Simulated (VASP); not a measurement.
# Te in VASP: a series of runs

Te is run at these levels: PBE; tasks: single point, relaxation of cell and atoms.

Everything below comes from runs of VASP 6.6.1. Logs are shortened: lines on timing, memory, paths and dates and some standing lists are left out, and cuts for length are marked.

## 1. The cell of the first run

The structure is monoclinic, space group C2/m (No. 12). The conventional cell has a = 4.383 Å, b = 4.393 Å, c = 3.497 Å, α = 90.00°, β = 90.15°, γ = 90.00°. Within 4.1 Å of Te (site symmetry 2/m) lie 6 Te at 3.10 to 3.50 Å.

## 2. Single point, PBE

The input, INCAR:

```
ALGO = Normal ; EDIFF = 1E-7
ENCUT = 520 ; GGA = PE
ISIF = 2 ; ISMEAR = 0
LASPH = T ; LCHARG = F
LREAL = F ; LWAVE = F
NBANDS = 13 ; NELM = 100
PREC = Accurate ; SIGMA = 0.1
```

The input, KPOINTS:

```
k-points
0
Gamma
  6 4 4
```

The input, POSCAR:

```
Te
1.0
    3.4953318754      0.0000000000      0.1152690501
    0.0000000000      4.3934264614      0.0000000000
   -0.1559742492      0.0000000000      4.3803882656
Te
2
Direct
    0.5000135534      0.7500000000      0.2500003599
    0.4999864466      0.2500000000      0.7499996401
```

Potentials or basis: VASP PAW PBE potentials, release 64 (Te).

The run is started by

```console
cat potpaw_PBE.64/Te/POTCAR > POTCAR
mpirun -np 1 vasp_std > vasp.out
```

OUTCAR:

```text
EDIFF = 1E-7
   ENCUT = 520
   GGA = PE
   ISIF = 2
   ISMEAR = 0
   LASPH = T
   LREAL = F
   NELM = 100
   PREC = Accurate

 ion  position               nearest neighbor table
   1  0.500  0.750  0.250-   2 3.10   2 3.10   2 3.10   2 3.10
   2  0.500  0.250  0.750-   1 3.10   1 3.10   1 3.10   1 3.10

  LATTYP: Found a simple monoclinic cell.
 ALAT       =     3.4972320302
 B/A-ratio  =     1.2562582132
 C/A-ratio  =     1.2533238478
 COS(beta)  =    -0.0026263110

  Lattice vectors:

 A1 = (   3.4953318754,   0.0000000000,   0.1152690501)
 A2 = (   0.0000000000,   4.3934264614,   0.0000000000)
 A3 = (  -0.1559742492,   0.0000000000,   4.3803882656)

Analysis of symmetry for initial positions (statically):
=====================================================================
 Subroutine PRICEL returns:
 Original cell was already a primitive cell.

 Routine SETGRP: Setting up the symmetry group for a
 simple monoclinic supercell.

 Subroutine GETGRP returns: Found  4 space group operations
 (whereof  2 operations were pure point group operations)
 out of a pool of  4 trial point group operations.

The static configuration has the point symmetry S_2 .
 The point group associated with its full space group is C_2h.

Analysis of symmetry for dynamics (positions and initial velocities):
=====================================================================
 Subroutine PRICEL returns:
 Original cell was already a primitive cell.

 Routine SETGRP: Setting up the symmetry group for a
 simple monoclinic supercell.

 Subroutine GETGRP returns: Found  4 space group operations
 (whereof  2 operations were pure point group operations)
 out of a pool of  4 trial point group operations.

The dynamic configuration has the point symmetry S_2 .
 The point group associated with its full space group is C_2h.

 Subroutine INISYM returns: Found  4 space group operations
 (whereof  2 operations are pure point group operations),
 and found     1 'primitive' translations

----------------------------------------------------------------------------------------

                                     Primitive cell

  volume of cell :      67.3463

  direct lattice vectors                    reciprocal lattice vectors
     3.495331875  0.000000000  0.115269050     0.285760309  0.000000000  0.010175182
     0.000000000  4.393426461  0.000000000     0.000000000  0.227612778  0.000000000
    -0.155974249  0.000000000  4.380388266    -0.007519726  0.000000000  0.228022508

  length of vectors
     3.497232030  4.393426461  4.383164305     0.285941407  0.227612778  0.228146467

  position of ions in fractional coordinates (direct lattice)
     0.500013553  0.750000000  0.250000360
     0.499986447  0.250000000  0.749999640

[... 92 lines left out ...]
   EFERMI_NEDOS =   21; number of points for ismear=-14 and -15
   IALGO  =     38    algorithm
   IMIX   =      4    mixing-type and parameters
     AMIX     =   0.40;   BMIX     =  1.00
     AMIX_MAG =   1.60;   BMIX_MAG =  1.00
  volume/ion in A,a.u.               =      33.67       227.24
  Fermi-wavevector in a.u.,A,eV,Ry     =   0.921221  1.740856 11.546562  0.848648
  Thomas-Fermi vector in A             =   2.046614
   LORBIT       =      0    0 simple, 1 ext, 2 COOP (PROOUT), +10 PAW based schemes
   GGA     = PE    functional components
   LHFCALC =     F    Hartree Fock is set to
   AEXX    =    0.0000 exact exchange contribution
   IVDW    =     0    specifies the selected vdW correction
   LEPSILON=     F    determine dielectric tensor
   LRPA    =     F    only Hartree local field effects (RPA)
 non-spin polarized calculation
 Gauss-broadening in eV      SIGMA  =   0.10
  energy-cutoff  :      520.00
  volume of cell :       67.35
 maximum number of plane-waves:      1841
 NGX is ok and might be reduce to    28

 number of electron      12.0000000 magnetization

 Free energy of the ion-electron system (eV)
  ---------------------------------------------------
  ext. energy  EPLUGINS =         0.00000000
  ---------------------------------------------------
  free energy    TOTEN  =        -6.20294280 eV

  energy without entropy =       -6.19845625  energy(sigma->0) =       -6.20069953

 E-fermi :   6.0028     XC(G=0):  -9.1287

 val. band max:        5.9877167367   @ k =   0.0000   0.0000   0.2500
 cond. band min:       6.2088818906   @ k =   0.0000   0.0000   0.2500
 fundamental gap:      0.2211651538
 Fermi energy:         6.0027804933

 k-point     1 :       0.0000    0.0000    0.0000
  band No.  band energies     occupation
      1      -7.4539      2.00000
      2      -3.2401      2.00000
      3       1.7934      2.00000
      4       1.8176      2.00000
      5       5.6094      2.00000
      6       8.0448      0.00000
      7       8.0564      0.00000
      8       8.4111      0.00000
      9       8.8318      0.00000
     10      10.7738      0.00000
     11      12.6494      0.00000
     12      13.4935      0.00000
     13      16.4047      0.00000
[... 354 lines left out ...]
  band No.  band energies     occupation
      1      -6.4609      2.00000
      2      -4.3788      2.00000
      3       0.9647      2.00000
      4       3.4843      2.00000
      5       4.5775      2.00000
      6       5.2938      2.00000
      7       6.3914      0.00000
      8       8.9160      0.00000
      9      11.3255      0.00000
     10      12.7317      0.00000
     11      13.5318      0.00000
     12      13.9943      0.00000
     13      15.4009      0.00000

 [... further k-points ...]

------------------------ aborting loop because EDIFF is reached ----------------------------------------

  FORCE on cell =-STRESS in cart. coord.  units (eV):
  Direction    XX          YY          ZZ          XY          YZ          ZX
  --------------------------------------------------------------------------------------
  -------------------------------------------------------------------------------------
  Total       -0.0006127      0.0181366      0.0344427      0.0000000      0.0000000      0.0098999
  in kB       -0.0145755      0.4314729      0.8193964      0.0000000      0.0000000      0.2355196
  external PRESSURE =       0.4120979 kB  Pullay stress =       0.0000000 kB

 VOLUME and BASIS-vectors are now :
 -----------------------------------------------------------------------------
  energy-cutoff  :      520.00
  volume of cell :       67.35
      direct lattice vectors                 reciprocal lattice vectors
     3.495331875  0.000000000  0.115269050     0.285760309  0.000000000  0.010175182
     0.000000000  4.393426461  0.000000000     0.000000000  0.227612778  0.000000000
    -0.155974249  0.000000000  4.380388266    -0.007519726  0.000000000  0.228022508

 POSITION                                       TOTAL-FORCE (eV/Angst)
 -----------------------------------------------------------------------------------
      1.70872      3.29507      1.15273        -0.000131     -0.000000     -0.000018
      1.63064      1.09836      3.34292         0.000131      0.000000      0.000018
 -----------------------------------------------------------------------------------
    total drift:                                0.000000      0.000000      0.000000

  FREE ENERGIE OF THE ION-ELECTRON SYSTEM (eV)
  ---------------------------------------------------
  free  energy   TOTEN  =        -6.2029428045 eV

  energy  without entropy=       -6.1984562482  energy(sigma->0) =       -6.20069953
```

OSZICAR:

```text
N       E                     dE             d eps       ncg     rms          rms(c)
DAV:   1     0.476669912780E+02    0.47667E+02   -0.45804E+03  1092   0.749E+02
DAV:   2    -0.320335080315E+01   -0.50870E+02   -0.47752E+02  1509   0.113E+02
DAV:   3    -0.615421856306E+01   -0.29509E+01   -0.29319E+01  1362   0.304E+01
DAV:   4    -0.619887668344E+01   -0.44658E-01   -0.44652E-01  1430   0.447E+00
DAV:   5    -0.619971998327E+01   -0.84330E-03   -0.84330E-03  1385   0.587E-01    0.999E+00
DAV:   6    -0.620040257343E+01   -0.68259E-03   -0.51527E-03  1337   0.399E-01    0.622E+00
DAV:   7    -0.620297073960E+01   -0.25682E-02   -0.10331E-02  1227   0.571E-01    0.178E-01
DAV:   8    -0.620291628938E+01    0.54450E-04   -0.64524E-04  1332   0.139E-01    0.838E-02
DAV:   9    -0.620293991314E+01   -0.23624E-04   -0.38199E-05  1357   0.360E-02    0.105E-02
DAV:  10    -0.620294210947E+01   -0.21963E-05   -0.57034E-06  1237   0.126E-02    0.502E-03
DAV:  11    -0.620294251282E+01   -0.40335E-06   -0.14498E-06  1262   0.670E-03    0.248E-03
DAV:  12    -0.620294275865E+01   -0.24583E-06   -0.83316E-08  1095   0.167E-03    0.668E-04
DAV:  13    -0.620294280447E+01   -0.45826E-07   -0.10696E-08   821   0.651E-04
   1 F= -.62029428E+01 E0= -.62006995E+01  d E =-.448656E-02
```

stdout:

```text
POSCAR found type information on POSCAR Te
 POSCAR found :  1 types and       2 ions
 scaLAPACK will be used
 LDA part: xc-table for (Slater+PW92), standard interpolation
 POSCAR, INCAR and KPOINTS ok, starting setup
 FFT: planning ... GRIDC
 FFT: planning ... GRID_SOFT
 FFT: planning ... GRID
 WAVECAR not read
 entering main loop
```

It took 30 s on 1 thread of Intel Xeon Platinum 8488C (Sapphire Rapids), shared host; peak memory 0.19 GiB.

Results:

```yaml
Free_energy: -6.2029 eV
Pressure: 0.0 GPa
Band_gap_on_the_k_mesh: zero (bands 6 and 7 overlap by 3.16 eV)
```

Caveat: spin-orbit coupling is left out, which moves the levels of the heavy elements.

## 3. Relaxation of cell and atoms, PBE

This run uses another cell than the first one: it holds 1 atom, not 2.

The input, INCAR:

```
PREC = Accurate
ENCUT = 600
EDIFF = 1E-6
ISMEAR = 0
SIGMA = 0.1
LREAL = F
LASPH = T
NELM = 60
ALGO = Normal
ISIF = 3
LWAVE = F
LCHARG = F
GGA = PE
IBRION = 2
NSW = 100
EDIFFG = -0.01
```

The input, KPOINTS:

```
Automatic mesh
0
Gamma
  18 18 16
```

The input, POSCAR:

```
Te
1.0
    3.1029955444      0.0000000000      0.0000000000
    0.0000000000      3.1029955444      0.0000000000
    0.0000000000      0.0000000000      3.4972320302
Te
1
Direct
    0.0000000000      0.0000000000      0.5000000000
```

Potentials or basis: VASP PAW PBE potentials, release 64 (Te).

The run is started by

```console
cat potpaw_PBE.64/Te/POTCAR > POTCAR
mpirun -np 1 vasp_std > vasp.out
```

Run time: 4.7 min. Hardware: 1 thread of Intel Xeon Platinum 8488C (Sapphire Rapids), shared host; peak memory 0.29 GiB.

The run converged. Its results:

| Property | Result |
| --- | --- |
| Free energy | -3.0997 eV |
| Relaxed volume | 32.76 Å³/atom |
| Relaxed cell | a = 3.187 Å, b = 3.187 Å, c = 3.226 Å, α = 90.00°, β = 90.00°, γ = 90.00° |
| Space group after relaxing (to 0.1 Å) | Pm-3m (No. 221) |
| Energy gained by relaxing | 34.4 meV/atom |
| Ionic steps | 8 |
| Pressure after relaxing | 0.0 GPa |
| Band gap on the k mesh | zero (bands 3 and 4 overlap by 5.43 eV) |

The path:
| step | energy change (eV) | largest force (eV/Å) | pressure (GPa) | volume (Å³) |
| --- | --- | --- | --- | --- |
| 1 | 0.0000 | 0.0000 | -0.29 | 33.67 |
| 2 | -0.0127 | 0.0000 | -0.35 | 33.37 |
| 3 | -0.0331 | 0.0000 | 0.62 | 32.36 |
| 4 | -0.0340 | 0.0000 | 0.29 | 32.59 |
| 5 | -0.0341 | 0.0000 | 0.38 | 32.52 |
| 6 | -0.0341 | 0.0000 | 0.34 | 32.54 |
| 7 | -0.0340 | 0.0000 | -0.40 | 33.02 |
| 8 | -0.0344 | 0.0000 | -0.01 | 32.76 |

Final structure:
```yaml
crystal:
  lattice:
    - [3.18680, 0.00000, 0.00000]
    - [0.00000, 3.18680, 0.00000]
    - [0.00000, 0.00000, 3.22589]
  atoms:
    - { symbol: Te, position: [0.00000, 0.00000, 0.50000] }
```

Levels at points of the mesh, in eV from the Fermi level:
```tsv
k point	band 1	band 2	band 3	band 4	band 5	band 6
(0.00, 0.00, 0.00)	-13.60	0.99	1.26	1.26	5.94	6.09
(0.50, 0.00, 0.00)	-11.85	-5.97	2.38	2.65	7.81	9.40
(0.50, 0.50, 0.00)	-10.05	-4.39	-4.39	2.18	3.72	10.76
(0.00, 0.00, 0.50)	-11.98	-5.90	2.55	2.55	7.78	9.40
(0.50, 0.00, 0.50)	-10.19	-4.48	-4.30	2.18	3.89	10.83
(0.50, 0.50, 0.50)	-8.31	-3.03	-3.03	-2.83	4.38	4.50
```

Caveat: spin-orbit coupling is left out, which moves the levels of the heavy elements.

The gap in the log of VASP goes by the Fermi energy; the results here count the filled bands.